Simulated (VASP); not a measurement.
A run of VASP 6.6.1:

File INCAR:

```
SYSTEM = Al
PREC = Accurate
ENCUT = 520
EDIFF = 1E-8
ISMEAR = -1
SIGMA = 0.01
LREAL = .False.
LASPH = .True.
NELM = 60
ALGO = Normal
ISIF = 2
LWAVE = .False.
LCHARG = .False.
GGA = PE
IVDW = 12
LEFG = .True.
NBANDS = 8
```

KPOINTS

```
regular mesh
0
Gamma
  11 11 11
  0 0 0
```

Contents of POSCAR:

```
Al
1.0
    2.9011887331      0.0000000000      0.0000000000
    1.4505943666      2.5125031440      0.0000000000
    1.4505943666      0.8375010480      2.3688106812
Al
1
Direct
    0.0000000000      0.0000000000      0.0000000000
```

Potentials or basis: VASP PAW PBE potentials, release 64 (Al).

Run with:

```bash
$ cat potpaw_PBE.64/Al/POTCAR > POTCAR
$ mpirun -np 1 vasp_std > vasp.out
```

Hardware: 1 thread of AMD EPYC 7R13, with other jobs on the host.

Estimate the wall time of this run.

Run time: 19 s on 1 thread of AMD EPYC 7R13 (shared host), peak memory 0.11 GiB. Counts: scf iterations 13, k points 56.
